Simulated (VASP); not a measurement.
# LiH (I4/mmm) in VASP: further runs

The runs below take LiH through single point, with PBE.

All numbers are computed with VASP 6.6.1; they aren't measurements. Logs are shortened: lines on timing, memory, paths and dates and some standing lists are left out, and cuts for length are marked.

## (1) The cell of the first run

The structure is tetragonal, space group I4/mmm (No. 139). The conventional cell has a = 2.826 Å, b = 2.826 Å, c = 4.138 Å, α = 90.00°, β = 90.00°, γ = 90.00°. Li (site symmetry 4/mmm) has 6 H at 2.00 to 2.07 Å within 2.6 Å. H (site symmetry 4/mmm) has 6 Li at 2.00 to 2.07 Å within 2.6 Å.

## (2) Single point, PBE (uniaxial z strain +3.5%)

INCAR reads:

```
SYSTEM = LiH
PREC     = Accurate       ! precision mode
ENCUT    = 520            ! plane-wave cutoff, eV
EDIFF    = 1E-6           ! SCF threshold, eV
ISMEAR   = -1             ! smearing method
SIGMA    = 0.02           ! smearing width, eV
LREAL    = .FALSE.        ! projectors in reciprocal space
LASPH    = .TRUE.         ! aspherical terms in the spheres
NELM     = 60             ! most SCF steps
ALGO     = Normal         ! electronic algorithm
ISIF     = 2              ! what is computed and relaxed
LWAVE    = .FALSE.        ! write WAVECAR
LCHARG   = .FALSE.        ! write CHGCAR
GGA      = PE             ! functional
NBANDS   = 9              ! bands
```

KPOINTS reads:

```
Automatic mesh
0
G
  10 10 10
  0 0 0
```

POSCAR reads:

```
LiH
1.0
    0.0000000000      1.9984726927      2.0692186260
    1.9984726927      0.0000000000      2.0692186260
    1.9984726927      1.9984726927      0.0000000000
Li H
1 1
Direct
    0.0000000000      0.0000000000      0.0000000000
    0.5000000000      0.5000000000      0.5000000000
```

Potentials or basis: VASP PAW PBE potentials, release 64 (Li_sv, H).

Run with:

```
$ cat potpaw_PBE.64/Li_sv/POTCAR potpaw_PBE.64/H/POTCAR > POTCAR
$ mpirun -np 1 vasp_std > vasp.out
```

OUTCAR:

```text
SYSTEM = LiH
   PREC = Accurate
   ENCUT = 520
   EDIFF = 1E-6
   ISMEAR = -1
   LREAL = .FALSE.
   LASPH = .TRUE.
   NELM = 60
   ISIF = 2
   GGA = PE

 ion  position               nearest neighbor table
   1  0.000  0.000  0.000-
   2  0.500  0.500  0.500-

  LATTYP: Found a body centered tetragonal cell.
 ALAT       =     2.8262671860
 C/A-ratio  =     1.4642767225

  Lattice vectors:

 A1 = (  -1.9984726927,   0.0000000000,   2.0692186260)
 A2 = (   1.9984726927,   0.0000000000,   2.0692186260)
 A3 = (   0.0000000000,   1.9984726927,  -2.0692186260)

Analysis of symmetry for initial positions (statically):
=====================================================================
 Subroutine PRICEL returns:
 Original cell was already a primitive cell.

 Routine SETGRP: Setting up the symmetry group for a
 body centered tetragonal supercell.

 Subroutine GETGRP returns: Found 16 space group operations
 (whereof 16 operations were pure point group operations)
 out of a pool of 16 trial point group operations.

The static configuration has the point symmetry D_4h.

Analysis of symmetry for dynamics (positions and initial velocities):
=====================================================================
 Subroutine PRICEL returns:
 Original cell was already a primitive cell.

 Routine SETGRP: Setting up the symmetry group for a
 body centered tetragonal supercell.

 Subroutine GETGRP returns: Found 16 space group operations
 (whereof 16 operations were pure point group operations)
 out of a pool of 16 trial point group operations.

The dynamic configuration has the point symmetry D_4h.

 Subroutine INISYM returns: Found 16 space group operations
 (whereof 16 operations are pure point group operations),
 and found     1 'primitive' translations

----------------------------------------------------------------------------------------

                                     Primitive cell

  volume of cell :      16.5285

  direct lattice vectors                    reciprocal lattice vectors
     0.000000000  1.998472693  2.069218626    -0.250191059  0.250191059  0.241637106
     1.998472693  0.000000000  2.069218626     0.250191059 -0.250191059  0.241637106
     1.998472693  1.998472693  0.000000000     0.250191059  0.250191059 -0.241637106

  length of vectors
     2.876727103  2.876727103  2.826267186     0.428461927  0.428461927  0.428461927

  position of ions in fractional coordinates (direct lattice)
     0.000000000  0.000000000  0.000000000
     0.500000000  0.500000000  0.500000000

  ion indices of the primitive-cell ions
   primitive index   ion index
                 1           1
                 2           2

----------------------------------------------------------------------------------------

 KPOINTS: Automatic mesh

Automatic generation of k-mesh.
 Grid dimensions read from file:
 generate k-points for:   10   10   10

 Generating k-lattice:

  Cartesian coordinates                     Fractional coordinates (reciprocal lattice)
    -0.025019106  0.025019106  0.024163711     0.100000000  0.000000000  0.000000000
     0.025019106 -0.025019106  0.024163711     0.000000000  0.100000000  0.000000000
     0.025019106  0.025019106 -0.024163711     0.000000000  0.000000000  0.100000000

  Length of vectors
     0.042846193  0.042846193  0.042846193

  Shift w.r.t. Gamma in fractional coordinates (k-lattice)
     0.000000000  0.000000000  0.000000000

 Subroutine IBZKPT returns following result:
 ===========================================

 Found    102 irreducible k-points:

 Following reciprocal coordinates:
            Coordinates               Weight
  0.000000  0.000000  0.000000      1.000000
  0.100000  0.000000  0.000000      8.000000
  0.200000  0.000000  0.000000      8.000000
  0.300000  0.000000  0.000000      8.000000
  0.400000  0.000000  0.000000      8.000000
  0.500000  0.000000  0.000000      4.000000
[... 16 lines left out ...]
  0.300000  0.300000  0.000000      2.000000
  0.400000  0.300000  0.000000      8.000000
 [... further k-points ...]
   k-points           NKPTS =    102   k-points in BZ     NKDIM =    102   number of bands    NBANDS=      9
   number of dos      NEDOS =    301   number of ions     NIONS =      2
   total plane-waves  NPLWV =  13824
   dimension x,y,z NGX =    24 NGY =   24 NGZ =   24
   dimension x,y,z NGXF=    48 NGYF=   48 NGZF=   48
   ions per type =               1   1
   NGX,Y,Z   is equivalent  to a cutoff of  13.87, 13.87, 14.12 a.u.
   NGXF,Y,Z  is equivalent  to a cutoff of  27.74, 27.74, 28.23 a.u.
 SYSTEM =  LiH
   PREC   = accura    normal or accurate (medium, high low for compatibility)
   ISTART =      0    job   : 0-new  1-cont  2-samecut
   ICHARG =      2    charge: 1-file 2-atom 10-const
   ISPIN  =      1    spin polarized calculation?
   LNONCOLLINEAR =      F non collinear calculations
   LSORBIT =      F    spin-orbit coupling
   LASPH  =      T    aspherical Exc in radial PAW
   ENCUT  =  520.0 eV  38.22 Ry    6.18 a.u.   5.35  5.35  5.25*2*pi/ulx,y,z
   NELM   =     60;   NELMIN=  2; NELMDL= -5     # of ELM steps
   EDIFF  = 0.1E-05   stopping-criterion for ELM
   LREAL  =      F    real-space projection
   EDIFFG = 0.1E-04   stopping-criterion for IOM
   NSW    =      0    number of steps for IOM
   IBRION =     -1    ionic relax: 0-MD 1-quasi-New 2-CG
   NFREE  =      0    steps in history (QN), initial steepest desc. (CG)
   ISIF   =      2    stress and relaxation
   ISYM   =      2    0-nonsym 1-usesym 2-fastsym
   POTIM  = 0.5000    time-step for ionic-motion
   TEBEG  =    0.0;   TEEND  =   0.0 temperature during run
   PSTRESS=    0.0 pullay stress
   NELECT =       4.0000    total number of electrons
   NUPDOWN=      -1.0000    fix difference up-down
   EMIN   =  10.00;   EMAX   =-10.00  energy-range for DOS
   EFERMI =   0.00;   METHOD = LEGACY
   ISMEAR =    -1;   SIGMA  =   0.02  broadening in eV -4-tet -1-fermi 0-gaus
   EFERMI_NEDOS =   21; number of points for ismear=-14 and -15
   IALGO  =     38    algorithm
   IMIX   =      4    mixing-type and parameters
     AMIX     =   0.40;   BMIX     =  1.00
     AMIX_MAG =   1.60;   BMIX_MAG =  1.00
  volume/ion in A,a.u.               =       8.26        55.77
  Fermi-wavevector in a.u.,A,eV,Ry     =   1.020197  1.927892 14.160960  1.040801
  Thomas-Fermi vector in A             =   2.153753
   LORBIT       =      0    0 simple, 1 ext, 2 COOP (PROOUT), +10 PAW based schemes
   GGA     = PE    functional components
   LHFCALC =     F    Hartree Fock is set to
   AEXX    =    0.0000 exact exchange contribution
   IVDW    =     0    specifies the selected vdW correction
   LEPSILON=     F    determine dielectric tensor
   LRPA    =     F    only Hartree local field effects (RPA)
 non-spin polarized calculation
  energy-cutoff  :      520.00
  volume of cell :       16.53
 maximum number of plane-waves:       455
 NGX is ok and might be reduce to    24
   NGX = 11   NGY = 11   NGZ = 11

 number of electron       3.9999998 magnetization

 Free energy of the ion-electron system (eV)
  ---------------------------------------------------
  ext. energy  EPLUGINS =         0.00000000
  ---------------------------------------------------
  free energy    TOTEN  =        -6.12315832 eV

  energy without entropy =       -6.12315832  energy(sigma->0) =       -6.12315832

 E-fermi :   0.6741     XC(G=0):  -8.4264

 val. band max:        0.0591868552   @ k =   0.5000   0.0000   0.5000
 cond. band min:       2.6725560902   @ k =   0.5000   0.5000   0.0000
 fundamental gap:      2.6133692350
 Fermi energy:         0.6740923154

 k-point     1 :       0.0000    0.0000    0.0000
  band No.  band energies     occupation
      1     -44.3444      2.00000
      2      -5.3616      2.00000
      3      15.6968      0.00000
      4      17.5115      0.00000
      5      17.5115      0.00000
      6      17.7946      0.00000
      7      22.1484      0.00000
      8      22.3474      0.00000
      9      22.3474      0.00000

 k-point     2 :       0.1000    0.0000    0.0000
  band No.  band energies     occupation
      1     -44.3404      2.00000
      2      -5.1869      2.00000
      3      14.3063      0.00000
      4      16.5788      0.00000
      5      17.1993      0.00000
      6      17.2616      0.00000
      7      21.7027      0.00000
      8      23.0566      0.00000
      9      23.1300      0.00000

 k-point     3 :       0.2000    0.0000    0.0000
  band No.  band energies     occupation
      1     -44.3300      2.00000
      2      -4.6752      2.00000
      3      11.1592      0.00000
      4      15.2788      0.00000
      5      16.5621      0.00000
      6      16.6960      0.00000
      7      22.1091      0.00000
      8      22.7544      0.00000
      9      23.4244      0.00000

 k-point     4 :       0.3000    0.0000    0.0000
  band No.  band energies     occupation
      1     -44.3169      2.00000
      2      -3.8862      2.00000
      3       8.0790      0.00000
      4      14.2367      0.00000
      5      16.1105      0.00000
      6      16.4275      0.00000
      7      20.3277      0.00000
      8      21.3628      0.00000
      9      24.0752      0.00000
[... 205 lines left out ...]
 k-point    22 :      -0.2000    0.2000    0.0000
  band No.  band energies     occupation
      1     -44.3120      2.00000
      2      -3.5415      2.00000
      3       9.2766      0.00000
      4       9.3614      0.00000
      5      15.9165      0.00000
      6      17.1911      0.00000
      7      21.5110      0.00000
      8      23.6634      0.00000
      9      25.3558      0.00000

 k-point    23 :       0.3000    0.3000    0.0000
  band No.  band energies     occupation
      1     -44.3106      2.00000
      2      -3.2304      2.00000
      3       7.9942      0.00000
      4      12.3577      0.00000
      5      12.3577      0.00000
      6      15.5493      0.00000
      7      17.1908      0.00000
      8      27.9075      0.00000
      9      30.9619      0.00000

 k-point    24 :       0.4000    0.3000    0.0000
  band No.  band energies     occupation
      1     -44.3028      2.00000
      2      -2.3770      2.00000
      3       6.2246      0.00000
      4      10.5433      0.00000
      5      11.9605      0.00000
      6      16.2521      0.00000
      7      17.4854      0.00000
      8      28.8952      0.00000
      9      30.0084      0.00000

 [... further k-points ...]
[... 5 lines left out ...]
  --------------------------------------------------------------------------------------
  -------------------------------------------------------------------------------------
  Total       -0.0409037     -0.0409037     -0.2606883      0.0000000     -0.0000000     -0.0000000
  in kB       -3.9649769     -3.9649769    -25.2696519      0.0000000     -0.0000000     -0.0000000
  external PRESSURE =     -11.0665352 kB  Pullay stress =       0.0000000 kB

 VOLUME and BASIS-vectors are now :
 -----------------------------------------------------------------------------
  energy-cutoff  :      520.00
  volume of cell :       16.53
      direct lattice vectors                 reciprocal lattice vectors
     0.000000000  1.998472693  2.069218626    -0.250191059  0.250191059  0.241637106
     1.998472693  0.000000000  2.069218626     0.250191059 -0.250191059  0.241637106
     1.998472693  1.998472693  0.000000000     0.250191059  0.250191059 -0.241637106

 POSITION                                       TOTAL-FORCE (eV/Angst)
 -----------------------------------------------------------------------------------
      0.00000      0.00000      0.00000         0.000000     -0.000000      0.000000
      1.99847      1.99847      2.06922        -0.000000      0.000000     -0.000000
 -----------------------------------------------------------------------------------
    total drift:                                0.000000     -0.000000     -0.000000

  FREE ENERGIE OF THE ION-ELECTRON SYSTEM (eV)
  ---------------------------------------------------
  free  energy   TOTEN  =        -6.1231583185 eV

  energy  without entropy=       -6.1231583185  energy(sigma->0) =       -6.12315832
```

Run time: 9.1 s. Hardware: 1 thread of Intel Xeon Platinum 8259CL at 2.50GHz (Skylake/Cascade Lake), shared host; peak memory 0.14 GiB.

What came out:

- Free energy: -6.1232 eV
- Band gap on the k mesh: 2.61 eV, indirect (least direct gap 2.88 eV)

Levels at points of the mesh, in eV from the valence-band top:
```csv
k point,band 1,band 2,band 3,band 4,band 5
"(0.00, 0.00, 0.00)",-44.40,-5.42,15.64,17.45,17.45
"(0.50, 0.00, 0.00)",-44.36,-2.64,4.78,13.27,15.95
"(0.50, 0.50, 0.00)",-44.35,-0.27,2.61,10.97,10.97
"(0.50, 0.00, 0.50)",-44.35,0.00,3.06,10.28,10.58
```

Caveat: the cell differs from its parent crystal (uniaxial z strain +3.5%); the cutoff is under 1.25 times the usual one of these potentials, so pressure, stress and relaxed cells hold a basis-set (Pulay) error. A k mesh can miss the band edges.

## (3) Single point, PBE (uniaxial x strain -0.8%)

INCAR reads:

```
SYSTEM = LiH
  PREC = Accurate
  ENCUT = 520
  EDIFF = 1E-7
  ISMEAR = -1
  SIGMA = 0.02
  LREAL = .False.
  LASPH = .True.
  NELM = 80
  ALGO = Normal
  ISIF = 2
  LWAVE = .False.
  LCHARG = .False.
  GGA = PE
  NBANDS = 9
```

KPOINTS reads:

```
regular mesh
0
Gamma
  10 10 10
  0 0 0
```

POSCAR reads:

```
LiH
1.0
    0.0000000000      1.9984726927      1.9984726927
    1.9822850639      0.0000000000      1.9984726927
    1.9822850639      1.9984726927      0.0000000000
Li H
1 1
Direct
    0.0000000000      0.0000000000      0.0000000000
    0.5000000000      0.5000000000      0.5000000000
```

Potentials or basis: VASP PAW PBE potentials, release 64 (Li_sv, H).

Run with:

```
$ cat potpaw_PBE.64/Li_sv/POTCAR potpaw_PBE.64/H/POTCAR > POTCAR
$ mpirun -np 1 vasp_std > vasp.out
```

Wall time 12 s (1 thread of Intel Xeon Platinum 8259CL at 2.50GHz (Skylake/Cascade Lake), shared host); peak memory 0.14 GiB.

The run converged. Its results:

| Quantity | Value |
| --- | --- |
| Free energy | -6.1264 eV |
| Band gap on the k mesh | 2.89 eV, indirect (least direct gap 2.95 eV) |

Levels at points of the mesh, in eV from the valence-band top:
```
           k point  band 1  band 2  band 3  band 4  band 5
(0.00, 0.00, 0.00)  -44.32   -5.54   16.27   17.98   18.05
(0.50, 0.00, 0.00)  -44.27   -2.72    4.92   13.76   16.53
(0.50, 0.50, 0.00)  -44.25   -0.06    2.89   10.87   10.94
(0.00, 0.50, 0.50)  -44.25    0.00    3.00   10.77   10.77
```

Caveat: the cell differs from its parent crystal (uniaxial x strain -0.8%); the cutoff is under 1.25 times the usual one of these potentials, so pressure, stress and relaxed cells hold a basis-set (Pulay) error. A k mesh can miss the band edges.
